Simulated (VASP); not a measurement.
# TiC in VASP: further runs

Runs on TiC. Level: PBEsol. Tasks: single point.

Program: VASP 6.6.1. These are calculated values, not measurements. Logs are shortened: lines on timing, memory, paths and dates and some standing lists are left out, and cuts for length are marked.

## 1. The cell of the first run

It takes space group Fm-3m (No. 225, cubic). Conventional cell: a = 4.393 Å, b = 4.393 Å, c = 4.393 Å, α = 90.00°, β = 90.00°, γ = 90.00°. Ti (site symmetry m-3m) has 6 C at 2.20 Å within 2.9 Å. C (site symmetry m-3m) has 6 Ti at 2.20 Å within 2.9 Å.

## 2. Single point, PBEsol (strain +0.015 along x and y, +0.015 along z)

INCAR reads:

```
SYSTEM = TiC
PREC = Accurate
ENCUT = 520
EDIFF = 1E-6
ISMEAR = 0
SIGMA = 0.15
LREAL = .FALSE.
LASPH = .TRUE.
NELM = 100
ALGO = Normal
ISIF = 2
LWAVE = .FALSE.
LCHARG = .FALSE.
GGA = PS
NBANDS = 15
```

KPOINTS reads:

```
regular mesh
0
G
  18 18 18
  0 0 0
```

POSCAR reads:

```
TiC
1.0
    0.0000000000      2.1964600000      2.1964600000
    2.1964600000      0.0000000000      2.1964600000
    2.1964600000      2.1964600000      0.0000000000
Ti C
1 1
Direct
    0.0000000000      0.0000000000      0.0000000000
    0.5000000000      0.5000000000      0.5000000000
```

Potentials or basis: VASP PAW PBE potentials, release 64 (Ti_sv, C).

Started as:

```console
cat potpaw_PBE.64/Ti_sv/POTCAR potpaw_PBE.64/C/POTCAR > POTCAR
mpirun -np 1 vasp_std > vasp.out
```

OUTCAR:

```text
SYSTEM = TiC
   PREC = Accurate
   ENCUT = 520
   EDIFF = 1E-6
   ISMEAR = 0
   LREAL = .FALSE.
   LASPH = .TRUE.
   NELM = 100
   ISIF = 2
   GGA = PS

 ion  position               nearest neighbor table
   1  0.000  0.000  0.000-   2 2.20   2 2.20   2 2.20   2 2.20   2 2.20   2 2.20
   2  0.500  0.500  0.500-   1 2.20   1 2.20   1 2.20   1 2.20   1 2.20   1 2.20

  LATTYP: Found a face centered cubic cell.
 ALAT       =     4.3929200000

  Lattice vectors:

 A1 = (   0.0000000000,   2.1964600000,   2.1964600000)
 A2 = (   2.1964600000,   0.0000000000,   2.1964600000)
 A3 = (   2.1964600000,   2.1964600000,   0.0000000000)

Analysis of symmetry for initial positions (statically):
=====================================================================
 Subroutine PRICEL returns:
 Original cell was already a primitive cell.

 Routine SETGRP: Setting up the symmetry group for a
 face centered cubic supercell.

 Subroutine GETGRP returns: Found 48 space group operations
 (whereof 48 operations were pure point group operations)
 out of a pool of 48 trial point group operations.

The static configuration has the point symmetry O_h .

Analysis of symmetry for dynamics (positions and initial velocities):
=====================================================================
 Subroutine PRICEL returns:
 Original cell was already a primitive cell.

 Routine SETGRP: Setting up the symmetry group for a
 face centered cubic supercell.

 Subroutine GETGRP returns: Found 48 space group operations
 (whereof 48 operations were pure point group operations)
 out of a pool of 48 trial point group operations.

The dynamic configuration has the point symmetry O_h .

 Subroutine INISYM returns: Found 48 space group operations
 (whereof 48 operations are pure point group operations),
 and found     1 'primitive' translations

----------------------------------------------------------------------------------------

                                     Primitive cell

  volume of cell :      21.1934

  direct lattice vectors                    reciprocal lattice vectors
     0.000000000  2.196460000  2.196460000    -0.227639019  0.227639019  0.227639019
     2.196460000  0.000000000  2.196460000     0.227639019 -0.227639019  0.227639019
     2.196460000  2.196460000  0.000000000     0.227639019  0.227639019 -0.227639019

  length of vectors
     3.106263521  3.106263521  3.106263521     0.394282347  0.394282347  0.394282347

  position of ions in fractional coordinates (direct lattice)
     0.000000000  0.000000000  0.000000000
     0.500000000  0.500000000  0.500000000

  ion indices of the primitive-cell ions
   primitive index   ion index
                 1           1
                 2           2

----------------------------------------------------------------------------------------
[... 87 lines left out ...]
   IALGO  =     38    algorithm
   IMIX   =      4    mixing-type and parameters
     AMIX     =   0.40;   BMIX     =  1.00
     AMIX_MAG =   1.60;   BMIX_MAG =  1.00
  volume/ion in A,a.u.               =      10.60        71.51
  Fermi-wavevector in a.u.,A,eV,Ry     =   1.490670  2.816958 30.233468  2.222097
  Thomas-Fermi vector in A             =   2.603423
   LORBIT       =      0    0 simple, 1 ext, 2 COOP (PROOUT), +10 PAW based schemes
   GGA     = PS    functional components
   LHFCALC =     F    Hartree Fock is set to
   AEXX    =    0.0000 exact exchange contribution
   IVDW    =     0    specifies the selected vdW correction
   LEPSILON=     F    determine dielectric tensor
   LRPA    =     F    only Hartree local field effects (RPA)
 non-spin polarized calculation
 Gauss-broadening in eV      SIGMA  =   0.15
  energy-cutoff  :      520.00
  volume of cell :       21.19
 maximum number of plane-waves:       588
   NGX = 11   NGY = 11   NGZ = 11

 number of electron      15.9999996 magnetization

 Free energy of the ion-electron system (eV)
  ---------------------------------------------------
  ext. energy  EPLUGINS =         0.00000000
  ---------------------------------------------------
  free energy    TOTEN  =       -19.73231429 eV

  energy without entropy =      -19.72875627  energy(sigma->0) =      -19.73053528

 E-fermi :   8.8118     XC(G=0): -12.6422

 val. band max:        8.8089050400   @ k =   0.1667   0.1667   0.0000
 cond. band min:       8.8599768617   @ k =   0.5000   0.4444   0.0000
 fundamental gap:      0.0510718217
 Fermi energy:         8.8118281391

 k-point     1 :       0.0000    0.0000    0.0000
  band No.  band energies     occupation
      1     -47.6401      2.00000
      2     -23.7865      2.00000
      3     -23.7865      2.00000
      4     -23.7865      2.00000
      5      -3.3565      2.00000
      6       9.4602      0.00000
      7       9.4602      0.00000
      8       9.4602      0.00000
      9      10.4495      0.00000
     10      10.4495      0.00000
     11      10.4634      0.00000
     12      10.4634      0.00000
     13      10.4634      0.00000
     14      18.6758      0.00000
[... 401 lines left out ...]
      2     -23.9950      2.00000
      3     -23.8219      2.00000
      4     -23.8013      2.00000
      5      -2.1441      2.00000
      6       6.2433      2.00000
      7       7.1444      2.00000
      8       7.3626      2.00000
      9      10.2492      0.00000
     10      10.6401      0.00000
     11      11.5745      0.00000
     12      13.7510      0.00000
     13      14.7556      0.00000
     14      19.5927      0.00000
     15      22.5785      0.00000

 [... further k-points ...]

------------------------ aborting loop because EDIFF is reached ----------------------------------------

  FORCE on cell =-STRESS in cart. coord.  units (eV):
  Direction    XX          YY          ZZ          XY          YZ          ZX
  --------------------------------------------------------------------------------------
  -------------------------------------------------------------------------------------
  Total       -2.0975318     -2.0975318     -2.0975318     -0.0000000     -0.0000000      0.0000000
  in kB     -158.5693464   -158.5693464   -158.5693464     -0.0000000     -0.0000000      0.0000000
  external PRESSURE =    -158.5693464 kB  Pullay stress =       0.0000000 kB

 VOLUME and BASIS-vectors are now :
 -----------------------------------------------------------------------------
  energy-cutoff  :      520.00
  volume of cell :       21.19
      direct lattice vectors                 reciprocal lattice vectors
     0.000000000  2.196460000  2.196460000    -0.227639019  0.227639019  0.227639019
     2.196460000  0.000000000  2.196460000     0.227639019 -0.227639019  0.227639019
     2.196460000  2.196460000  0.000000000     0.227639019  0.227639019 -0.227639019

 POSITION                                       TOTAL-FORCE (eV/Angst)
 -----------------------------------------------------------------------------------
      0.00000      0.00000      0.00000        -0.000000     -0.000000     -0.000000
      2.19646      2.19646      2.19646         0.000000      0.000000      0.000000
 -----------------------------------------------------------------------------------
    total drift:                                0.000000     -0.000000     -0.000000

  FREE ENERGIE OF THE ION-ELECTRON SYSTEM (eV)
  ---------------------------------------------------
  free  energy   TOTEN  =       -19.7323142921 eV

  energy  without entropy=      -19.7287562711  energy(sigma->0) =      -19.73053528
```

OSZICAR:

```text
N       E                     dE             d eps       ncg     rms          rms(c)
DAV:   1     0.116009082873E+03    0.11601E+03   -0.79459E+03  5866   0.126E+03
DAV:   2    -0.175047748401E+02   -0.13351E+03   -0.12500E+03  6284   0.331E+02
DAV:   3    -0.250184622351E+02   -0.75137E+01   -0.74042E+01  7613   0.772E+01
DAV:   4    -0.252625244049E+02   -0.24406E+00   -0.24384E+00  7392   0.127E+01
DAV:   5    -0.252676895002E+02   -0.51651E-02   -0.51633E-02  7559   0.168E+00    0.176E+01
DAV:   6    -0.204375707554E+02    0.48301E+01   -0.11576E+01  8276   0.556E+01    0.701E+00
DAV:   7    -0.197947978202E+02    0.64277E+00   -0.22006E+00  6973   0.208E+01    0.467E+00
DAV:   8    -0.197734420122E+02    0.21356E-01   -0.10787E-01  6669   0.299E+00    0.373E+00
DAV:   9    -0.197374970044E+02    0.35945E-01   -0.13371E-01  7468   0.542E+00    0.814E-01
DAV:  10    -0.197364592703E+02    0.10377E-02   -0.16566E-02  7595   0.132E+00    0.732E-01
DAV:  11    -0.197332482523E+02    0.32110E-02   -0.33679E-03  6711   0.865E-01    0.399E-01
DAV:  12    -0.197323753505E+02    0.87290E-03   -0.15829E-03  6879   0.674E-01    0.813E-02
DAV:  13    -0.197323166904E+02    0.58660E-04   -0.14253E-04  6879   0.164E-01    0.322E-02
DAV:  14    -0.197323143384E+02    0.23520E-05   -0.22011E-05  7619   0.346E-02    0.504E-03
DAV:  15    -0.197323142921E+02    0.46300E-07   -0.67531E-07  4636   0.820E-03
   1 F= -.19732314E+02 E0= -.19730535E+02  d E =-.355802E-02
```

Wall time 74 s (1 thread of Intel Xeon 8259CL, shared host); peak memory 0.19 GiB.

Results:

| Quantity | Value |
| --- | --- |
| Free energy | -19.7323 eV |
| Pressure | -15.9 GPa |
| Band gap on the k mesh | zero (bands 8 and 9 overlap by 1.05 eV) |

Caveat: the cell differs from its parent crystal (strain +0.015 along x and y, +0.015 along z); the cell stands under tension; the PAW data sets were made with another functional, which shifts forces and pressure a little.

## 3. Single point, PBEsol (strain +0.030 along x and y, +0.030 along z)

INCAR reads:

```
SYSTEM = TiC
ALGO     = Normal         ! electronic algorithm
EDIFF    = 1E-7           ! SCF threshold, eV
ENCUT    = 520            ! plane-wave cutoff, eV
GGA      = PS             ! functional
ISIF     = 2              ! what is computed and relaxed
ISMEAR   = 0              ! smearing method
LASPH    = .True.         ! aspherical terms in the spheres
LCHARG   = .True.         ! write CHGCAR
LELF     = .True.         ! ELF
LREAL    = .False.        ! projectors in reciprocal space
LVHAR    = .True.       
LWAVE    = .False.        ! write WAVECAR
NBANDS   = 15             ! bands
NELM     = 80             ! most SCF steps
PREC     = Accurate       ! precision mode
SIGMA    = 0.15           ! smearing width, eV
```

KPOINTS reads:

```
k-points
0
Gamma
  18 18 18
  0 0 0
```

POSCAR reads:

```
TiC
1.0
    0.0000000000      2.2289200000      2.2289200000
    2.2289200000      0.0000000000      2.2289200000
    2.2289200000      2.2289200000      0.0000000000
Ti C
1 1
Direct
    0.0000000000      0.0000000000      0.0000000000
    0.5000000000      0.5000000000      0.5000000000
```

Potentials or basis: VASP PAW PBE potentials, release 64 (Ti_sv, C).

Started as:

```console
cat potpaw_PBE.64/Ti_sv/POTCAR potpaw_PBE.64/C/POTCAR > POTCAR
mpirun -np 1 vasp_std > vasp.out
```

Run time: 99 s. Hardware: 1 thread of Intel Xeon 8259CL, shared host; peak memory 0.19 GiB.

Results (log left out):

```yaml
Free_energy: -19.6144 eV
Pressure: -23.7 GPa
Band_gap_on_the_k_mesh: zero (bands 8 and 9 overlap by 1.02 eV)
```

Levels at points of the mesh, in eV from the Fermi level:
| k point | band 4 | band 5 | band 6 | band 7 | band 8 | band 9 | band 10 | band 11 | band 12 | band 13 |
| --- | --- | --- | --- | --- | --- | --- | --- | --- | --- | --- |
| (0.00, 0.00, 0.00) | -32.74 | -11.96 | 0.63 | 0.63 | 0.63 | 1.55 | 1.55 | 1.60 | 1.60 | 1.60 |
| (0.50, 0.00, 0.00) | -32.78 | -8.83 | -5.48 | -2.63 | -2.63 | 2.59 | 2.59 | 3.63 | 7.42 | 7.42 |
| (0.50, 0.50, 0.00) | -32.87 | -9.73 | -3.35 | -1.43 | -0.08 | -0.08 | 2.43 | 3.11 | 3.11 | 5.08 |

Caveat: the cell differs from its parent crystal (strain +0.030 along x and y, +0.030 along z); the cell stands under tension; the PAW data sets were made with another functional, which shifts forces and pressure a little.

## 4. Single point, PBEsol (strain -0.030 along x and y, +0.030 along z)

INCAR reads:

```
SYSTEM = TiC
ALGO = Normal
EDIFF = 1E-7
ENCUT = 520
GGA = PS
ISIF = 2
ISMEAR = 0
LASPH = .True.
LCHARG = .False.
LREAL = .False.
LWAVE = .False.
NBANDS = 15
NELM = 100
PREC = Accurate
SIGMA = 0.15
```

KPOINTS is that of step 3.

POSCAR reads:

```
TiC
1.0
    0.0000000000      2.0990800000      2.2289200000
    2.0990800000      0.0000000000      2.2289200000
    2.0990800000      2.0990800000      0.0000000000
Ti C
1 1
Direct
    0.0000000000      0.0000000000      0.0000000000
    0.5000000000      0.5000000000      0.5000000000
```

Started as:

```console
cat potpaw_PBE.64/Ti_sv/POTCAR potpaw_PBE.64/C/POTCAR > POTCAR
mpirun -np 1 vasp_std > vasp.out
```

Run time: 2.7 min. Hardware: 1 thread of Intel Xeon 8259CL, shared host; peak memory 0.26 GiB.

It converged, with:

```
Free energy            : -19.7404 eV
Pressure               : 4.0 GPa
Band gap on the k mesh : zero (bands 8 and 9 overlap by 1.44 eV)
```

Stress tensor (GPa, compression positive):
```
 12.27   0.00   0.00
  0.00  12.27   0.00
  0.00   0.00 -12.51
```

Levels at points of the mesh, in eV from the Fermi level:
| k point | band 5 | band 6 | band 7 | band 8 | band 9 | band 10 | band 11 | band 12 |
| --- | --- | --- | --- | --- | --- | --- | --- | --- |
| (0.00, 0.00, 0.00) | -12.53 | 0.37 | 0.84 | 0.84 | 1.48 | 1.58 | 1.83 | 1.83 |
| (0.50, 0.00, 0.00) | -8.82 | -6.04 | -3.11 | -2.98 | 2.94 | 3.19 | 4.35 | 8.07 |
| (0.50, 0.50, 0.00) | -10.30 | -3.89 | -1.71 | 0.31 | 0.31 | 2.86 | 3.65 | 3.65 |
| (0.50, 0.00, 0.50) | -10.18 | -3.23 | -1.80 | -0.16 | -0.11 | 2.83 | 3.48 | 3.91 |

Caveat: the cell differs from its parent crystal (strain -0.030 along x and y, +0.030 along z); the stress differs along the axes, from -13 to 12 GPa; the PAW data sets were made with another functional, which shifts forces and pressure a little.

## 5. Single point, PBEsol (strain -0.015 along x and y, +0.000 along z)

INCAR reads:

```
SYSTEM = TiC
PREC = Accurate
ENCUT = 520
EDIFF = 1E-7
ISMEAR = 0
SIGMA = 0.15
LREAL = .FALSE.
LASPH = .TRUE.
NELM = 100
ALGO = Normal
ISIF = 2
LWAVE = .FALSE.
LCHARG = .TRUE.
GGA = PS
LELF = .TRUE.
LVHAR = .TRUE.
NBANDS = 15
```

KPOINTS reads:

```
regular mesh
0
G
  18 18 18
  0 0 0
```

POSCAR reads:

```
TiC
1.0
    0.0000000000      2.1315400000      2.1640000000
    2.1315400000      0.0000000000      2.1640000000
    2.1315400000      2.1315400000      0.0000000000
Ti C
1 1
Direct
    0.0000000000      0.0000000000      0.0000000000
    0.5000000000      0.5000000000      0.5000000000
```

Started as:

```console
cat potpaw_PBE.64/Ti_sv/POTCAR potpaw_PBE.64/C/POTCAR > POTCAR
mpirun -np 1 vasp_std > vasp.out
```

It took 2.5 min on 1 thread of Intel Xeon 8259CL, shared host; peak memory 0.26 GiB.

Results (log left out):

```yaml
Free_energy: -19.7988 eV
Pressure: 2.0 GPa
Band_gap_on_the_k_mesh: zero (bands 8 and 9 overlap by 1.17 eV)
```

Stress tensor (GPa, compression positive):
```
 4.20  0.00  0.00
 0.00  4.20  0.00
 0.00  0.00 -2.37
```

Levels at points of the mesh, in eV from the Fermi level:
```tsv
k point	band 4	band 5	band 6	band 7	band 8	band 9	band 10	band 11	band 12	band 13
(0.00, 0.00, 0.00)	-32.34	-12.52	0.60	0.71	0.71	1.70	1.73	1.77	1.77	1.85
(0.50, 0.00, 0.00)	-32.39	-8.83	-6.03	-3.02	-2.99	3.02	3.08	4.30	8.34	8.42
(0.50, 0.50, 0.00)	-32.52	-10.21	-3.57	-1.76	0.08	0.08	2.85	3.68	3.68	6.08
(0.50, 0.00, 0.50)	-32.54	-10.18	-3.41	-1.78	-0.04	-0.02	2.86	3.64	3.74	6.23
```

Caveat: the cell differs from its parent crystal (strain -0.015 along x and y, +0.000 along z); the stress differs along the axes, from -2 to 4 GPa; the PAW data sets were made with another functional, which shifts forces and pressure a little.

## 6. The runs side by side

| cell | gap on the mesh (eV) | pressure (GPa) |
| --- | --- | --- |
| a = 3.106 Å, angles 60.0°, 2 atoms | none | -15.9 |
| a = 3.152 Å, angles 60.0°, 2 atoms | none | -23.7 |
| a = 3.062, b = 3.062, c = 2.969 Å, angles 61.0, 61.0, 58.0°, 2 atoms | none | 4.0 |
| a = 3.037, b = 3.037, c = 3.014 Å, angles 60.3, 60.3, 59.5°, 2 atoms | none | 2.0 |

Alike in all rows: task single point; level PBEsol; potentials or basis VASP PAW PBE potentials, release 64 (Ti_sv, C); no spin polarisation; k mesh 18 × 18 × 18; cutoff (eV) 520; smearing gaussian 0.15 eV.

Caveats: the PAW data sets were made with another functional, which shifts forces and pressure a little; the cell stands under tension (at least some runs); the stress differs along the axes, from -13 to 12 GPa (at least some runs); the stress differs along the axes, from -2 to 4 GPa (at least some runs).

Total energies depend on the potentials used, so only differences within one code and one set of settings carry meaning.

The gap in the log of VASP goes by the Fermi energy; the results here count the filled bands.